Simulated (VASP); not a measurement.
# Sc12F (a cell with a defect) in VASP: a series of runs, part 3 of 3

VASP 6.6.1. Earlier steps stand in the parts before.

### 4 Single point, PBE

Input file INCAR:

```
SYSTEM = Sc12F
ALGO = Normal ; EDIFF = 1E-7
ENCUT = 520 ; GGA = PE
ISIF = 2 ; ISMEAR = 0
LASPH = .TRUE. ; LCHARG = .FALSE.
LREAL = .FALSE. ; LWAVE = .FALSE.
NBANDS = 82 ; NELM = 80
PREC = Accurate ; SIGMA = 0.05
```

Input file KPOINTS:

```
k-points
0
G
  3 2 3
  0 0 0
```

Input file POSCAR:

```
Sc12F
1.0
    6.6200000000      0.0000000000      0.0000000000
   -4.9650000000      8.5996320000      0.0000000000
    0.0000000000      0.0000000000      5.2761400000
Sc F
12 1
Direct
   -0.0120985079     -0.0036660871     -0.0042868461
    0.1618623100      0.2277302099      0.5078066541
   -0.0007058460      0.3335299697      0.0031217898
    0.1644764911      0.5548643244      0.4967028926
   -0.0000393611      0.6686051217     -0.0027721023
    0.1600387193      0.8807094304      0.5061027569
    0.5047391480     -0.0053689507     -0.0047489263
    0.6777554434      0.2263915479      0.5070238849
    0.5099653485      0.3464486620     -0.0053017926
    0.6701603838      0.5596237141      0.4961742865
    0.5021323469      0.6678868352     -0.0082183187
    0.6636909666      0.8859837258      0.5000020849
    0.3319882041      0.1110728924      0.3313989015
```

Potentials or basis: VASP PAW PBE potentials, release 64 (Sc_sv, F).

Started as:

```sh
$ cat potpaw_PBE.64/Sc_sv/POTCAR potpaw_PBE.64/F/POTCAR > POTCAR
$ mpirun -np 1 vasp_std > vasp.out
```

OUTCAR:

```text
SYSTEM = Sc12F
   EDIFF = 1E-7
   ENCUT = 520
   GGA = PE
   ISIF = 2
   ISMEAR = 0
   LASPH = .TRUE.
   LREAL = .FALSE.
   NELM = 80
   PREC = Accurate

 ion  position               nearest neighbor table
   1  0.988  0.996  0.996-  13 2.65   7 3.19  12 3.21  11 3.24  12 3.25   2 3.25   6 3.26   5 3.29
                             3 3.31   6 3.34   2 3.36
   2  0.162  0.228  0.508-  13 2.19   3 3.20   8 3.20   3 3.24   4 3.24   9 3.25   1 3.25  10 3.33
                            12 3.35   1 3.36   9 3.36   8 3.42
   3  0.999  0.334  0.003-   2 3.20   8 3.20   4 3.23   8 3.24   2 3.24   4 3.28   9 3.31   1 3.31
                             9 3.32   7 3.32  11 3.33   5 3.33
   4  0.164  0.555  0.497-   3 3.23   2 3.24   8 3.24   6 3.25  11 3.25   5 3.26   5 3.27   3 3.28
                            11 3.29  10 3.30  12 3.30  10 3.32
   5  1.000  0.669  0.997-   6 3.17   9 3.22  10 3.24   6 3.25  10 3.25   4 3.26   4 3.27   7 3.29
                            11 3.29   1 3.29   3 3.33  11 3.33
   6  0.160  0.881  0.506-  13 2.18   5 3.17  10 3.22   5 3.25   7 3.25   4 3.25   1 3.26  12 3.31
                            12 3.31   7 3.34   1 3.34
   7  0.505  0.995  0.995-  13 2.67   1 3.19  12 3.20  11 3.24  12 3.24   6 3.25   8 3.26   5 3.29
                             3 3.32   6 3.34   8 3.36
   8  0.678  0.226  0.507-  13 2.19   2 3.20   3 3.20   3 3.24   4 3.24   9 3.26   7 3.26  12 3.33
                            10 3.33   7 3.36   9 3.36   2 3.42
   9  0.510  0.346  0.995-  10 3.21  11 3.22  10 3.22   5 3.22   2 3.25   8 3.26   3 3.31   3 3.32
                             8 3.36   2 3.36
  10  0.670  0.560  0.496-   9 3.21   6 3.22   9 3.22  11 3.23   5 3.24   5 3.25  12 3.26  11 3.27
                             4 3.30   4 3.32   2 3.33   8 3.33
  11  0.502  0.668  0.992-  12 3.20   9 3.22  10 3.23   7 3.24   1 3.24   4 3.25  10 3.27  12 3.27
                             5 3.29   4 3.29   3 3.33   5 3.33
  12  0.664  0.886  0.500-   7 3.20  11 3.20   1 3.21   7 3.24   1 3.25  10 3.26  11 3.27   4 3.30
                             6 3.31   6 3.31   8 3.33   2 3.35
  13  0.332  0.111  0.331-   6 2.18   2 2.19   8 2.19   1 2.65   7 2.67

  LATTYP: Found a simple monoclinic cell.
 ALAT       =     6.6200000000
 B/A-ratio  =     0.7970000000
 C/A-ratio  =     1.3228756170
 COS(beta)  =    -0.1889822420

  Lattice vectors:

 A1 = (   6.6200000000,   0.0000000000,   0.0000000000)
 A2 = (   0.0000000000,   0.0000000000,   5.2761400000)
 A3 = (  -1.6550000000,  -8.5996320000,   0.0000000000)

Analysis of symmetry for initial positions (statically):
=====================================================================
 Subroutine PRICEL returns:
 Original cell was already a primitive cell.

 Routine SETGRP: Setting up the symmetry group for a
 simple monoclinic supercell.

 Subroutine GETGRP returns: Found  1 space group operations
 (whereof  1 operations were pure point group operations)
 out of a pool of  4 trial point group operations.

The static configuration has the point symmetry C_1 .

Analysis of symmetry for dynamics (positions and initial velocities):
=====================================================================
 Subroutine PRICEL returns:
 Original cell was already a primitive cell.

 Routine SETGRP: Setting up the symmetry group for a
 simple monoclinic supercell.

 Subroutine GETGRP returns: Found  1 space group operations
 (whereof  1 operations were pure point group operations)
 out of a pool of  4 trial point group operations.

The dynamic configuration has the point symmetry C_1 .

[... 114 lines left out ...]
 SYSTEM =  Sc12F
   PREC   = accura    normal or accurate (medium, high low for compatibility)
   ISTART =      0    job   : 0-new  1-cont  2-samecut
   ICHARG =      2    charge: 1-file 2-atom 10-const
   ISPIN  =      1    spin polarized calculation?
   LNONCOLLINEAR =      F non collinear calculations
   LSORBIT =      F    spin-orbit coupling
   LASPH  =      T    aspherical Exc in radial PAW
   ENCUT  =  520.0 eV  38.22 Ry    6.18 a.u.  12.31 18.46  9.81*2*pi/ulx,y,z
   NELM   =     80;   NELMIN=  2; NELMDL= -5     # of ELM steps
   EDIFF  = 0.1E-06   stopping-criterion for ELM
   LREAL  =      F    real-space projection
   EDIFFG = 0.1E-05   stopping-criterion for IOM
   NSW    =      0    number of steps for IOM
   IBRION =     -1    ionic relax: 0-MD 1-quasi-New 2-CG
   NFREE  =      0    steps in history (QN), initial steepest desc. (CG)
   ISIF   =      2    stress and relaxation
   ISYM   =      2    0-nonsym 1-usesym 2-fastsym
   POTIM  = 0.5000    time-step for ionic-motion
   TEBEG  =    0.0;   TEEND  =   0.0 temperature during run
   PSTRESS=    0.0 pullay stress
   NELECT =     139.0000    total number of electrons
   NUPDOWN=      -1.0000    fix difference up-down
   EMIN   =  10.00;   EMAX   =-10.00  energy-range for DOS
   EFERMI =   0.00;   METHOD = LEGACY
   ISMEAR =     0;   SIGMA  =   0.05  broadening in eV -4-tet -1-fermi 0-gaus
   EFERMI_NEDOS =   21; number of points for ismear=-14 and -15
   IALGO  =     38    algorithm
   IMIX   =      4    mixing-type and parameters
     AMIX     =   0.40;   BMIX     =  1.00
     AMIX_MAG =   1.60;   BMIX_MAG =  1.00
  volume/ion in A,a.u.               =      23.11       155.92
  Fermi-wavevector in a.u.,A,eV,Ry     =   1.266276  2.392915 21.816328  1.603455
  Thomas-Fermi vector in A             =   2.399485
   LORBIT       =      0    0 simple, 1 ext, 2 COOP (PROOUT), +10 PAW based schemes
   GGA     = PE    functional components
   LHFCALC =     F    Hartree Fock is set to
   AEXX    =    0.0000 exact exchange contribution
   IVDW    =     0    specifies the selected vdW correction
   LEPSILON=     F    determine dielectric tensor
   LRPA    =     F    only Hartree local field effects (RPA)
 non-spin polarized calculation
 Gauss-broadening in eV      SIGMA  =   0.05
  energy-cutoff  :      520.00
  volume of cell :      300.37
 maximum number of plane-waves:      8103
 NGX is ok and might be reduce to    50
   NGX = 25   NGY = 37   NGZ = 19

 number of electron     139.0000004 magnetization

 Free energy of the ion-electron system (eV)
  ---------------------------------------------------
  ext. energy  EPLUGINS =         0.00000000
  ---------------------------------------------------
  free energy    TOTEN  =       -81.16058253 eV

  energy without entropy =      -81.12932137  energy(sigma->0) =      -81.14495195

 E-fermi :   3.7974     XC(G=0):  -9.9421

 val. band max:        3.7966701027   @ k =  -0.3333   0.5000   0.3333
 cond. band min:       3.8020504965   @ k =   0.3333   0.5000   0.3333
 fundamental gap:      0.0053803938
 Fermi energy:         3.7973872824

 k-point     1 :       0.0000    0.0000    0.0000
  band No.  band energies     occupation
      1     -45.7023      2.00000
      2     -45.6785      2.00000
      3     -45.6701      2.00000
      4     -45.6630      2.00000
      5     -45.6554      2.00000
      6     -45.6457      2.00000
[... 829 lines left out ...]
     80       4.8185      0.00000
     81       4.8827      0.00000
 [bands above 81 left out]

------------------------ aborting loop because EDIFF is reached ----------------------------------------

  FORCE on cell =-STRESS in cart. coord.  units (eV):
  Direction    XX          YY          ZZ          XY          YZ          ZX
  --------------------------------------------------------------------------------------
  -------------------------------------------------------------------------------------
  Total        1.1052899      1.4796900     -0.7668743     -0.0115447     -0.2292013     -0.0715869
  in kB        5.8956625      7.8927281     -4.0905394     -0.0615799     -1.2225693     -0.3818475
  external PRESSURE =       3.2326170 kB  Pullay stress =       0.0000000 kB

 VOLUME and BASIS-vectors are now :
 -----------------------------------------------------------------------------
  energy-cutoff  :      520.00
  volume of cell :      300.37
      direct lattice vectors                 reciprocal lattice vectors
     6.620000000  0.000000000  0.000000000     0.151057402  0.087213034  0.000000000
    -4.965000000  8.599632000  0.000000000     0.000000000  0.116284046  0.000000000
     0.000000000  0.000000000  5.276140000     0.000000000  0.000000000  0.189532499

 POSITION                                       TOTAL-FORCE (eV/Angst)
 -----------------------------------------------------------------------------------
      1.59311      8.56811      5.25352         0.069449      0.060718      0.072630
     -0.05915      1.95840      2.67926         0.042154     -0.062028      0.098687
      4.95935      2.86824      0.01647         0.005897      0.011162      0.091383
     -1.66607      4.77163      2.62067         0.002499     -0.004810      0.067678
      3.30012      5.74976      5.26151         0.005226     -0.026119      0.072899
     -3.31327      7.57378      2.67027         0.003555      0.087370      0.107878
     -1.59697      8.55346      5.25108        -0.072611      0.082766      0.073440
      3.36271      1.94688      2.67513        -0.040634     -0.062861      0.099323
      1.65585      2.97933      5.24817        -0.002725     -0.135878      0.063559
      1.65793      4.81256      2.61788         0.004941     -0.013393      0.054058
      0.00806      5.74358      5.23278        -0.012944     -0.006094      0.048281
     -0.00527      7.61913      2.63808        -0.003721      0.041137      0.073170
      1.64629      0.95519      1.74851        -0.001087      0.028031     -0.922985
 -----------------------------------------------------------------------------------
    total drift:                               -0.000181      0.000458      0.000420

  FREE ENERGIE OF THE ION-ELECTRON SYSTEM (eV)
  ---------------------------------------------------
  free  energy   TOTEN  =       -81.1605825266 eV

  energy  without entropy=      -81.1293213724  energy(sigma->0) =      -81.14495195
```

Wall time 8.8 min (1 thread of Intel Xeon Platinum 8259CL at 2.50GHz (Skylake/Cascade Lake), shared host); peak memory 0.48 GiB.

What came out:

| Item | Value |
| --- | --- |
| Free energy | -81.1606 eV |
| Pressure | 0.3 GPa |
| Largest force | 0.923 eV/Å |
| Band gap on the k mesh | zero (an odd number of electrons rules out a gap without spin polarisation) |

Forces in eV/Å, atoms in the order of the input:
```
Sc   0.069  0.061  0.073
Sc   0.042 -0.062  0.099
Sc   0.006  0.011  0.091
Sc   0.002 -0.005  0.068
Sc   0.005 -0.026  0.073
Sc   0.004  0.087  0.108
Sc  -0.073  0.083  0.073
Sc  -0.041 -0.063  0.099
Sc  -0.003 -0.136  0.064
Sc   0.005 -0.013  0.054
Sc  -0.013 -0.006  0.048
Sc  -0.004  0.041  0.073
F   -0.001  0.028 -0.923
```

Levels at points of the mesh, in eV from the Fermi level:
```csv
k point,band 66,band 67,band 68,band 69,band 70,band 71,band 72,band 73
"(0.00, 0.00, 0.00)",-0.48,-0.46,-0.38,-0.34,-0.28,-0.24,-0.02,0.22
"(0.00, 0.50, 0.00)",-0.53,-0.42,-0.35,-0.32,-0.30,-0.24,-0.05,0.04
```

Caveat: the k points lie up to 0.40 Å⁻¹ apart, too coarse for converged energies and pressures of a metal; an odd number of electrons without spin polarisation forces a metal; a magnetic or distorted state may lie lower.

### 5 The runs side by side

| cell | gap on the mesh (eV) | pressure (GPa) | largest force (eV/Å) |
| --- | --- | --- | --- |
| as given, atomic positions A | none | 1.5 | 1.00 |
| as given, atomic positions B | none | 1.5 | 1.00 |
| as given, atomic positions C | none | 0.3 | 0.92 |

Alike in all rows: task single point; level PBE; potentials or basis VASP PAW PBE potentials, release 64 (Sc_sv, F); no spin polarisation; k mesh 3 × 2 × 3; cutoff (eV) 520; smearing gaussian 0.05 eV.

Caveats: all runs use coarse meshes; an odd number of electrons without spin polarisation forces a metal; a magnetic or distorted state may lie lower.

Absolute energies hang on the potentials; compare differences alone.
